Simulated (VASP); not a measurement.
# Ba (I4/mmm) in VASP: notebook, part 2 of 2

VASP 6.6.1.

**4. Single point, PBEsol (strain -0.040 along x and y, +0.040 along z)**

File INCAR:

```
ALGO = Fast ; EDIFF = 1E-6
ENCUT = 520 ; GGA = PS
ISIF = 2 ; ISMEAR = 0
LASPH = True ; LCHARG = False
LREAL = False ; LWAVE = False
NBANDS = 11 ; NELM = 100
PREC = Accurate ; SIGMA = 0.15
```

File KPOINTS:

```
k-points
0
Gamma
  14 14 14
```

File POSCAR:

```
Ba
1.0
   -2.4000000000      2.4000000000      2.6000000000
    2.4000000000     -2.4000000000      2.6000000000
    2.4000000000      2.4000000000     -2.6000000000
Ba
1
Direct
    0.0000000000      0.0000000000      0.0000000000
```

Potentials or basis: VASP PAW PBE potentials, release 64 (Ba_sv).

Launch:

```sh
> cat potpaw_PBE.64/Ba_sv/POTCAR > POTCAR
> mpirun -np 1 vasp_std > vasp.out
```

OUTCAR:

```text
EDIFF = 1E-6
   ENCUT = 520
   GGA = PS
   ISIF = 2
   ISMEAR = 0
   LASPH = True
   LREAL = False
   NELM = 100
   PREC = Accurate

 ion  position               nearest neighbor table
   1  0.000  0.000  0.000-

  LATTYP: Found a body centered tetragonal cell.
 ALAT       =     4.8000000000
 C/A-ratio  =     1.0833333333

  Lattice vectors:

 A1 = (  -2.4000000000,   2.4000000000,   2.6000000000)
 A2 = (   2.4000000000,  -2.4000000000,   2.6000000000)
 A3 = (   2.4000000000,   2.4000000000,  -2.6000000000)

Analysis of symmetry for initial positions (statically):
=====================================================================
 Subroutine PRICEL returns:
 Original cell was already a primitive cell.

 Routine SETGRP: Setting up the symmetry group for a
 body centered tetragonal supercell.

 Subroutine GETGRP returns: Found 16 space group operations
 (whereof 16 operations were pure point group operations)
 out of a pool of 16 trial point group operations.

The static configuration has the point symmetry D_4h.

Analysis of symmetry for dynamics (positions and initial velocities):
[... 161 lines left out ...]

 val. band max:        1.6899437774   @ k =  -0.2857   0.4286   0.2857
 cond. band min:       1.7213402114   @ k =   0.3571   0.2857  -0.0000
 fundamental gap:      0.0313964340
 Fermi energy:         1.7033154777

 k-point     1 :       0.0000    0.0000    0.0000
  band No.  band energies     occupation
      1     -27.0698      2.00000
      2     -11.9706      2.00000
      3     -11.9691      2.00000
      4     -11.9691      2.00000
      5      -1.0897      2.00000
      6       3.4381      0.00000
      7       3.4381      0.00000
      8       3.9231      0.00000
      9       4.6999      0.00000
     10       5.4013      0.00000
     11       8.4033      0.00000
[... 309 lines left out ...]
 k-point    24 :       0.2857    0.1429   -0.0000
  band No.  band energies     occupation
      1     -27.0234      2.00000
      2     -12.4073      2.00000
      3     -12.1316      2.00000
      4     -11.9977      2.00000
      5       0.8051      2.00000
      6       2.4584      0.00000
      7       2.7208      0.00000
      8       4.7317      0.00000
      9       5.2340      0.00000
     10       6.3965      0.00000
     11       8.3336      0.00000

 [... further k-points ...]
[... 5 lines left out ...]
  --------------------------------------------------------------------------------------
  -------------------------------------------------------------------------------------
  Total       -0.0285539     -0.0285539     -0.1391388      0.0000000      0.0000000      0.0000000
  in kB       -0.7636942     -0.7636942     -3.7213703      0.0000000      0.0000000      0.0000000
  external PRESSURE =      -1.7495863 kB  Pullay stress =       0.0000000 kB

 VOLUME and BASIS-vectors are now :
 -----------------------------------------------------------------------------
  energy-cutoff  :      520.00
  volume of cell :       59.90
      direct lattice vectors                 reciprocal lattice vectors
    -2.400000000  2.400000000  2.600000000     0.000000000  0.208333333  0.192307692
     2.400000000 -2.400000000  2.600000000     0.208333333  0.000000000  0.192307692
     2.400000000  2.400000000 -2.600000000     0.208333333  0.208333333  0.000000000

 POSITION                                       TOTAL-FORCE (eV/Angst)
 -----------------------------------------------------------------------------------
      0.00000      0.00000      0.00000         0.000000     -0.000000      0.000000
 -----------------------------------------------------------------------------------
    total drift:                                0.000000      0.000000     -0.000000

  FREE ENERGIE OF THE ION-ELECTRON SYSTEM (eV)
  ---------------------------------------------------
  free  energy   TOTEN  =        -2.1515782236 eV

  energy  without entropy=       -2.1378945979  energy(sigma->0) =       -2.14473641
```

OSZICAR:

```text
N       E                     dE             d eps       ncg     rms          rms(c)
DAV:   1     0.537174624877E+02    0.53717E+02   -0.42602E+03  5376   0.754E+02
DAV:   2     0.451411092274E+00   -0.53266E+02   -0.51809E+02  6482   0.138E+02
DAV:   3    -0.208235329123E+01   -0.25338E+01   -0.25084E+01  6791   0.308E+01
DAV:   4    -0.215173065010E+01   -0.69377E-01   -0.69254E-01  6989   0.478E+00
DAV:   5    -0.215402492026E+01   -0.22943E-02   -0.22940E-02  7165   0.686E-01    0.169E+00
RMM:   6    -0.215229700938E+01    0.17279E-02   -0.30152E-03  5834   0.541E-01    0.101E+00
RMM:   7    -0.215128518306E+01    0.10118E-02   -0.73471E-03  6557   0.852E-01    0.376E-02
RMM:   8    -0.215155726613E+01   -0.27208E-03   -0.17579E-03  7739   0.191E-01    0.240E-02
RMM:   9    -0.215157529280E+01   -0.18027E-04   -0.14307E-04  8079   0.519E-02    0.172E-02
RMM:  10    -0.215157780600E+01   -0.25132E-05   -0.28489E-05  7954   0.357E-02    0.361E-03
RMM:  11    -0.215157822358E+01   -0.41758E-06   -0.55079E-06  6663   0.115E-02
   1 F= -.21515782E+01 E0= -.21447364E+01  d E =-.136836E-01
```

Run time: 92 s. Hardware: 1 thread of Intel Xeon 8259CL, shared host; peak memory 0.3 GiB.

Results:

* Free energy: -2.1516 eV
* Pressure: -0.2 GPa
* Band gap on the k mesh: zero (bands 5 and 6 overlap by 0.95 eV)

Caveat: the cell differs from its parent crystal (strain -0.040 along x and y, +0.040 along z); the PAW data sets were made with another functional, which shifts forces and pressure a little; spin-orbit coupling is left out, which moves the levels of the heavy elements.

**5. Single point, PBEsol (strain -0.040 along x and y, +0.080 along z)**

File INCAR:

```
PREC     = Accurate       # precision mode
ENCUT    = 520            # plane-wave cutoff, eV
EDIFF    = 1E-7           # SCF threshold, eV
ISMEAR   = 0              # smearing method
SIGMA    = 0.15           # smearing width, eV
LREAL    = F              # projectors in reciprocal space
LASPH    = T              # aspherical terms in the spheres
NELM     = 80             # most SCF steps
ALGO     = Fast           # electronic algorithm
ISIF     = 2              # what is computed and relaxed
LWAVE    = F              # write WAVECAR
LCHARG   = F              # write CHGCAR
GGA      = PS             # functional
NBANDS   = 11             # bands
```

File KPOINTS:

```
Automatic mesh
0
Gamma
  14 14 14
```

File POSCAR:

```
Ba
1.0
   -2.4000000000      2.4000000000      2.7000000000
    2.4000000000     -2.4000000000      2.7000000000
    2.4000000000      2.4000000000     -2.7000000000
Ba
1
Direct
    0.0000000000      0.0000000000      0.0000000000
```

Launch:

```sh
> cat potpaw_PBE.64/Ba_sv/POTCAR > POTCAR
> mpirun -np 1 vasp_std > vasp.out
```

It took 1.7 min on 1 thread of Intel Xeon Platinum 8259CL at 2.50GHz (Skylake/Cascade Lake), shared host; peak memory 0.3 GiB.

It converged, with:

| Quantity | Value |
| --- | --- |
| Free energy | -2.1439 eV |
| Pressure | -0.5 GPa |
| Band gap on the k mesh | zero (bands 5 and 6 overlap by 0.79 eV) |

Stress tensor (GPa, compression positive):
```
-0.37  0.00  0.00
 0.00 -0.37  0.00
 0.00  0.00 -0.67
```

Levels at points of the mesh, in eV from the Fermi level:
| k point | band 2 | band 3 | band 4 | band 5 | band 6 | band 7 | band 8 | band 9 |
| --- | --- | --- | --- | --- | --- | --- | --- | --- |
| (0.00, 0.00, 0.00) | -13.77 | -13.77 | -13.77 | -2.79 | 1.65 | 1.65 | 2.32 | 2.74 |
| (0.50, 0.00, 0.00) | -14.26 | -13.90 | -13.77 | -0.94 | 0.94 | 1.19 | 2.67 | 3.97 |
| (0.50, 0.50, 0.00) | -14.24 | -13.95 | -13.81 | -0.88 | 0.24 | 1.55 | 3.87 | 4.19 |
| (0.50, 0.50, 0.50) | -14.17 | -14.06 | -14.06 | -0.66 | -0.45 | 3.55 | 4.67 | 4.83 |

Caveat: the cell differs from its parent crystal (strain -0.040 along x and y, +0.080 along z); the PAW data sets were made with another functional, which shifts forces and pressure a little; spin-orbit coupling is left out, which moves the levels of the heavy elements.

**6. Summary**

```tsv
cell	further INCAR settings	gap on the mesh (eV)	pressure (GPa)
a = 4.227 Å, angles 114.1, 114.1, 100.6°, 1 atom	ALGO = Fast; EDIFF = 1e-06; NBANDS = 11	none	0.3
a = 4.218 Å, angles 107.3, 107.3, 113.9°, 1 atom	ALGO = Fast; EDIFF = 1e-06; NBANDS = 11	none	0.2
a = 4.276 Å, angles 111.7, 111.7, 105.1°, 1 atom	ALGO = Fast; EDIFF = 1e-06; NBANDS = 11	none	-0.2
a = 4.337 Å, angles 112.8, 112.8, 103.0°, 1 atom	ALGO = Fast; EDIFF = 1e-07; NBANDS = 11	none	-0.5
```

Alike in all rows: task single point; level PBEsol; potentials or basis VASP PAW PBE potentials, release 64 (Ba_sv); no spin polarisation; k mesh 14 × 14 × 14; cutoff (eV) 520; smearing gaussian 0.15 eV.

Caveats: the PAW data sets were made with another functional, which shifts forces and pressure a little; spin-orbit coupling is left out, which moves the levels of the heavy elements.

Total energies depend on the potentials used, so only differences within one code and one set of settings carry meaning.
